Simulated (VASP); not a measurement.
# NaHF2 (R-3m) in VASP: single point with r2SCAN

Aim: the single point of NaHF2 with r2SCAN.

Program: VASP 6.6.1. These are calculated values, not measurements. Logs are shortened: lines on timing, memory, paths and dates and some standing lists are left out, and cuts for length are marked.

### 1 The cell of the first run

The structure is trigonal, space group R-3m (No. 166). Conventional cell: a = 3.426 Å, b = 3.426 Å, c = 13.711 Å, α = 90.00°, β = 90.00°, γ = 120.00°. Within 3.1 Å of Na (site symmetry -3m) lie 6 F at 2.29 Å and 6 H at 3.02 Å. H (site symmetry -3m) has 2 F at 1.14 Å within 1.5 Å. F (site symmetry 3m) has 1 H at 1.14 Å within 1.5 Å.

### 2 Single point, r2SCAN

The input, POSCAR:

```
NaHF2
1.0
    1.7131151908      0.9890675166      4.5703930746
   -1.7131151908      0.9890675166      4.5703930746
    0.0000000000     -1.9781350332      4.5703930746
Na H F
1 1 2
Direct
    0.0000000000      0.0000000000      0.0000000000
    0.5000000000      0.5000000000      0.5000000000
    0.5827828629      0.5827828629      0.5827828629
    0.4172171371      0.4172171371      0.4172171371
```

The input, INCAR.step1:

```
SYSTEM = NaHF2
ALGO = Normal
EDIFF = 1E-5
ENCUT = 970
GGA = PE
GGA_COMPAT = .False.
ISMEAR = 0
LASPH = .True.
LCHARG = .False.
LREAL = .False.
LWAVE = .True.
NBANDS = 20
NELM = 120
PREC = Accurate
SIGMA = 0.02
```

The input, INCAR.step2:

```
SYSTEM = NaHF2
ALGO = Normal
EDIFF = 1E-6
ENCUT = 970
GGA_COMPAT = .False.
ISIF = 2
ISMEAR = 0
ISTART = 1
LASPH = .True.
LCHARG = .False.
LMIXTAU = .True.
LREAL = .False.
LWAVE = .False.
METAGGA = R2SCAN
NBANDS = 20
NELM = 120
PREC = Accurate
SIGMA = 0.02
```

The input, KPOINTS:

```
k-points
0
Gamma
  9 9 9
  0 0 0
```

Potentials or basis: VASP PAW PBE potentials, release 64 (Na_sv, H, F).

Launch:

```console
$ cat potpaw_PBE.64/Na_sv/POTCAR potpaw_PBE.64/H/POTCAR potpaw_PBE.64/F/POTCAR > POTCAR
$ cp INCAR.step1 INCAR
$ mpirun -np 1 vasp_std > vasp.out
$ cp INCAR.step2 INCAR
$ mpirun -np 1 vasp_std > vasp.out
```

OUTCAR:

```text
SYSTEM = NaHF2
   EDIFF = 1E-6
   ENCUT = 970
   ISIF = 2
   ISMEAR = 0
   ISTART = 1
   LASPH = .True.
   LREAL = .False.
   METAGGA = R2SCAN
   NELM = 120
   PREC = Accurate

 ion  position               nearest neighbor table
   1  0.000  0.000  0.000-
   2  0.500  0.500  0.500-   3 1.14   4 1.14
   3  0.583  0.583  0.583-   2 1.14
   4  0.417  0.417  0.417-   2 1.14

  LATTYP: Found a trigonal (rhomboedric) cell.
 ALAT       =     4.9801115515
 COS(alpha) =     0.7633399312

  Lattice vectors:

 A1 = (   1.7131151908,   0.9890675166,   4.5703930746)
 A2 = (  -1.7131151908,   0.9890675166,   4.5703930746)
 A3 = (   0.0000000000,  -1.9781350332,   4.5703930746)

Analysis of symmetry for initial positions (statically):
=====================================================================
 Subroutine PRICEL returns:
 Original cell was already a primitive cell.

 Routine SETGRP: Setting up the symmetry group for a
 trigonal (rhombohedral) supercell.

 Subroutine GETGRP returns: Found 12 space group operations
 (whereof 12 operations were pure point group operations)
 out of a pool of 12 trial point group operations.

The static configuration has the point symmetry D_3d.

Analysis of symmetry for dynamics (positions and initial velocities):
=====================================================================
 Subroutine PRICEL returns:
 Original cell was already a primitive cell.

 Routine SETGRP: Setting up the symmetry group for a
 trigonal (rhombohedral) supercell.

 Subroutine GETGRP returns: Found 12 space group operations
 (whereof 12 operations were pure point group operations)
 out of a pool of 12 trial point group operations.

The dynamic configuration has the point symmetry D_3d.

 Subroutine INISYM returns: Found 12 space group operations
 (whereof 12 operations are pure point group operations),
 and found     1 'primitive' translations

----------------------------------------------------------------------------------------

                                     Primitive cell

  volume of cell :      46.4641

  direct lattice vectors                    reciprocal lattice vectors
     1.713115191  0.989067517  4.570393075     0.291865954  0.168508887  0.072933187
    -1.713115191  0.989067517  4.570393075    -0.291865954  0.168508887  0.072933187
     0.000000000 -1.978135033  4.570393075     0.000000000 -0.337017775  0.072933187

  length of vectors
     4.980111552  4.980111552  4.980111552     0.344819127  0.344819127  0.344819127

  position of ions in fractional coordinates (direct lattice)
     0.000000000  0.000000000  0.000000000
     0.500000000  0.500000000  0.500000000
     0.582782863  0.582782863  0.582782863
     0.417217137  0.417217137  0.417217137

  ion indices of the primitive-cell ions
   primitive index   ion index
                 1           1
                 2           2
                 3           3
                 4           4

----------------------------------------------------------------------------------------

 KPOINTS: k-points

Automatic generation of k-mesh.
 Grid dimensions read from file:
 generate k-points for:    9    9    9

 Generating k-lattice:

  Cartesian coordinates                     Fractional coordinates (reciprocal lattice)
     0.032429550  0.018723210  0.008103687     0.111111111  0.000000000  0.000000000
    -0.032429550  0.018723210  0.008103687     0.000000000  0.111111111  0.000000000
     0.000000000 -0.037446419  0.008103687     0.000000000  0.000000000  0.111111111

  Length of vectors
     0.038313236  0.038313236  0.038313236

  Shift w.r.t. Gamma in fractional coordinates (k-lattice)
     0.000000000  0.000000000  0.000000000

 Subroutine IBZKPT returns following result:
 ===========================================

 Found     85 irreducible k-points:

 Following reciprocal coordinates:
            Coordinates               Weight
  0.000000  0.000000  0.000000      1.000000
  0.111111 -0.000000  0.000000      6.000000
  0.222222 -0.000000  0.000000      6.000000
  0.333333 -0.000000  0.000000      6.000000
  0.444444 -0.000000  0.000000      6.000000
  0.111111  0.111111  0.000000      6.000000
[... 16 lines left out ...]
 -0.333333  0.333333  0.000000      6.000000
  0.444444  0.444444  0.000000      6.000000
 [... further k-points ...]
   k-points           NKPTS =     85   k-points in BZ     NKDIM =     85   number of bands    NBANDS=     20
   number of dos      NEDOS =    301   number of ions     NIONS =      4
   total plane-waves  NPLWV = 157464
   dimension x,y,z NGX =    54 NGY =   54 NGZ =   54
   dimension x,y,z NGXF=   108 NGYF=  108 NGZF=  108
   ions per type =               1   1   2
   NGX,Y,Z   is equivalent  to a cutoff of  18.03, 18.03, 18.03 a.u.
   NGXF,Y,Z  is equivalent  to a cutoff of  36.05, 36.05, 36.05 a.u.
 SYSTEM =  NaHF2
   PREC   = accura    normal or accurate (medium, high low for compatibility)
   ISTART =      1    job   : 0-new  1-cont  2-samecut
   ICHARG =      0    charge: 1-file 2-atom 10-const
   ISPIN  =      1    spin polarized calculation?
   LNONCOLLINEAR =      F non collinear calculations
   LSORBIT =      F    spin-orbit coupling
   LASPH  =      T    aspherical Exc in radial PAW
   ENCUT  =  970.0 eV  71.29 Ry    8.44 a.u.  12.65 12.65 12.65*2*pi/ulx,y,z
   NELM   =    120;   NELMIN=  2; NELMDL=  0     # of ELM steps
   EDIFF  = 0.1E-05   stopping-criterion for ELM
   LREAL  =      F    real-space projection
   EDIFFG = 0.1E-04   stopping-criterion for IOM
   NSW    =      0    number of steps for IOM
   IBRION =     -1    ionic relax: 0-MD 1-quasi-New 2-CG
   NFREE  =      0    steps in history (QN), initial steepest desc. (CG)
   ISIF   =      2    stress and relaxation
   ISYM   =      2    0-nonsym 1-usesym 2-fastsym
   POTIM  = 0.5000    time-step for ionic-motion
   TEBEG  =    0.0;   TEEND  =   0.0 temperature during run
   PSTRESS=    0.0 pullay stress
   NELECT =      24.0000    total number of electrons
   NUPDOWN=      -1.0000    fix difference up-down
   EMIN   =  10.00;   EMAX   =-10.00  energy-range for DOS
   EFERMI =   0.00;   METHOD = LEGACY
   ISMEAR =     0;   SIGMA  =   0.02  broadening in eV -4-tet -1-fermi 0-gaus
   EFERMI_NEDOS =   21; number of points for ismear=-14 and -15
   IALGO  =     38    algorithm
   IMIX   =      4    mixing-type and parameters
     AMIX     =   0.40;   BMIX     =  1.00
     AMIX_MAG =   1.60;   BMIX_MAG =  1.00
  volume/ion in A,a.u.               =      11.62        78.39
  Fermi-wavevector in a.u.,A,eV,Ry     =   1.313528  2.482209 23.474906  1.725357
  Thomas-Fermi vector in A             =   2.443845
   LORBIT       =      0    0 simple, 1 ext, 2 COOP (PROOUT), +10 PAW based schemes
   METAGGA = R2SCAN    functional components
   LHFCALC =     F    Hartree Fock is set to
   AEXX    =    0.0000 exact exchange contribution
   IVDW    =     0    specifies the selected vdW correction
   LEPSILON=     F    determine dielectric tensor
   LRPA    =     F    only Hartree local field effects (RPA)
 non-spin polarized calculation
 Gauss-broadening in eV      SIGMA  =   0.02
  energy-cutoff  :      970.00
  volume of cell :       46.46
 maximum number of plane-waves:      3210
 NGX is ok and might be reduce to    54
   NGX = 25   NGY = 25   NGZ = 25

 number of electron      23.9999999 magnetization

 Free energy of the ion-electron system (eV)
  ---------------------------------------------------
  ext. energy  EPLUGINS =         0.00000000
  ---------------------------------------------------
  free energy    TOTEN  =       -22.76287713 eV

  energy without entropy =      -22.76287713  energy(sigma->0) =      -22.76287713

 E-fermi :  -4.0033     XC(G=0):  -8.6014

 val. band max:       -4.2330126214   @ k =   0.4444   0.4444   0.4444
 cond. band min:       3.5754867732   @ k =   0.0000   0.0000   0.0000
 fundamental gap:      7.8084993946
 Fermi energy:        -4.0032953579

 k-point     1 :       0.0000    0.0000    0.0000
  band No.  band energies     occupation
      1     -52.6424      2.00000
      2     -25.9242      2.00000
      3     -24.7402      2.00000
      4     -23.0420      2.00000
      5     -23.0420      2.00000
      6     -22.9101      2.00000
[... 12 lines left out ...]
     19      18.7101      0.00000
     20      18.7101      0.00000

 k-point     2 :       0.1111   -0.0000    0.0000
  band No.  band energies     occupation
      1     -52.6419      2.00000
      2     -25.9232      2.00000
      3     -24.7239      2.00000
      4     -23.0443      2.00000
      5     -23.0368      2.00000
      6     -22.9275      2.00000
[... 12 lines left out ...]
     19      17.6775      0.00000
     20      18.4135      0.00000

 k-point     3 :       0.2222   -0.0000    0.0000
  band No.  band energies     occupation
      1     -52.6404      2.00000
      2     -25.9204      2.00000
      3     -24.6809      2.00000
      4     -23.0499      2.00000
      5     -23.0271      2.00000
      6     -22.9695      2.00000
[... 12 lines left out ...]
     19      16.4761      0.00000
     20      17.9380      0.00000

 k-point     4 :       0.3333   -0.0000    0.0000
  band No.  band energies     occupation
      1     -52.6388      2.00000
      2     -25.9172      2.00000
      3     -24.6291      2.00000
      4     -23.0563      2.00000
      5     -23.0484      2.00000
      6     -22.9879      2.00000
[... 12 lines left out ...]
     19      16.5900      0.00000
     20      17.6203      0.00000

 k-point     5 :       0.4444   -0.0000    0.0000
  band No.  band energies     occupation
      1     -52.6377      2.00000
      2     -25.9150      2.00000
      3     -24.5932      2.00000
      4     -23.0834      2.00000
      5     -23.0605      2.00000
      6     -22.9810      2.00000
[... 12 lines left out ...]
     19      16.6203      0.00000
     20      17.4922      0.00000

 k-point     6 :       0.1111    0.1111    0.0000
  band No.  band energies     occupation
      1     -52.6419      2.00000
      2     -25.9202      2.00000
      3     -24.7271      2.00000
      4     -23.0443      2.00000
      5     -23.0371      2.00000
      6     -22.9285      2.00000
[... 12 lines left out ...]
     19      17.3513      0.00000
     20      18.8153      0.00000

 k-point     7 :       0.2222    0.1111    0.0000
  band No.  band energies     occupation
      1     -52.6409      2.00000
      2     -25.9134      2.00000
      3     -24.7057      2.00000
      4     -23.0505      2.00000
      5     -23.0268      2.00000
      6     -22.9563      2.00000
[... 12 lines left out ...]
     19      16.5628      0.00000
     20      17.8306      0.00000
[... 277 lines left out ...]
 k-point    20 :       0.3333    0.3333    0.0000
  band No.  band energies     occupation
      1     -52.6388      2.00000
      2     -25.8434      2.00000
      3     -24.7649      2.00000
      4     -23.0655      2.00000
      5     -23.0565      2.00000
      6     -22.9122      2.00000
[... 12 lines left out ...]
     19      16.6279      0.00000
     20      17.9846      0.00000

 k-point    21 :       0.4444    0.3333    0.0000
  band No.  band energies     occupation
      1     -52.6380      2.00000
      2     -25.8198      2.00000
      3     -24.7821      2.00000
      4     -23.0809      2.00000
      5     -23.0507      2.00000
      6     -22.9032      2.00000
[... 12 lines left out ...]
     19      17.0341      0.00000
     20      17.4100      0.00000

 k-point    22 :      -0.4444    0.3333    0.0000
  band No.  band energies     occupation
      1     -52.6372      2.00000
      2     -25.8186      2.00000
      3     -24.7644      2.00000
      4     -23.0851      2.00000
      5     -23.0401      2.00000
      6     -22.9225      2.00000
[... 12 lines left out ...]
     19      17.1611      0.00000
     20      17.8917      0.00000

 k-point    23 :      -0.3333    0.3333    0.0000
  band No.  band energies     occupation
      1     -52.6370      2.00000
      2     -25.8414      2.00000
      3     -24.7169      2.00000
      4     -23.0840      2.00000
      5     -23.0256      2.00000
      6     -22.9594      2.00000
[... 12 lines left out ...]
     19      16.8506      0.00000
     20      17.6888      0.00000

 k-point    24 :       0.4444    0.4444    0.0000
  band No.  band energies     occupation
      1     -52.6377      2.00000
      2     -25.7893      2.00000
      3     -24.8261      2.00000
      4     -23.0862      2.00000
      5     -23.0607      2.00000
      6     -22.8724      2.00000
[... 12 lines left out ...]
     19      17.0665      0.00000
     20      17.7026      0.00000

 [... further k-points ...]

------------------------ aborting loop because EDIFF is reached ----------------------------------------

  FORCE on cell =-STRESS in cart. coord.  units (eV):
  Direction    XX          YY          ZZ          XY          YZ          ZX
  --------------------------------------------------------------------------------------
  -------------------------------------------------------------------------------------
  Total       -0.1083436     -0.1083436      0.0861498      0.0000000      0.0000000     -0.0000000
  in kB       -3.7359116     -3.7359116      2.9706221      0.0000000      0.0000000     -0.0000000
  external PRESSURE =      -1.5004004 kB  Pullay stress =       0.0000000 kB

 VOLUME and BASIS-vectors are now :
 -----------------------------------------------------------------------------
  energy-cutoff  :      970.00
  volume of cell :       46.46
      direct lattice vectors                 reciprocal lattice vectors
     1.713115191  0.989067517  4.570393075     0.291865954  0.168508887  0.072933187
    -1.713115191  0.989067517  4.570393075    -0.291865954  0.168508887  0.072933187
     0.000000000 -1.978135033  4.570393075     0.000000000 -0.337017775  0.072933187

 POSITION                                       TOTAL-FORCE (eV/Angst)
 -----------------------------------------------------------------------------------
      0.00000      0.00000      0.00000        -0.000000     -0.000000      0.000000
      0.00000      0.00000      6.85559         0.000000      0.000000     -0.000000
      0.00000      0.00000      7.99064        -0.000000     -0.000000      0.065992
      0.00000      0.00000      5.72054        -0.000000     -0.000000     -0.065992
 -----------------------------------------------------------------------------------
    total drift:                               -0.000000      0.000000      0.000000

  FREE ENERGIE OF THE ION-ELECTRON SYSTEM (eV)
  ---------------------------------------------------
  free  energy   TOTEN  =       -22.7628771265 eV

  energy  without entropy=      -22.7628771265  energy(sigma->0) =      -22.76287713
```

Wall time 25 min (1 thread of Intel Xeon Platinum 8259CL at 2.50GHz (Skylake/Cascade Lake), shared host); peak memory 0.52 GiB.

What came out:

| Item | Value |
| --- | --- |
| Free energy | -22.7629 eV |
| Pressure | -0.2 GPa |
| Largest force | 0.066 eV/Å |
| Band gap on the k mesh | 7.81 eV (least direct gap 7.90 eV) |

Forces in eV/Å, atoms in the order of the input:
```
Na   0.000  0.000  0.000
H    0.000  0.000  0.000
F    0.000  0.000  0.066
F    0.000  0.000 -0.066
```

Caveat: the PAW data sets were made with another functional, which shifts forces and pressure a little; an odd mesh through Γ misses points on the zone boundary, where band edges can lie.
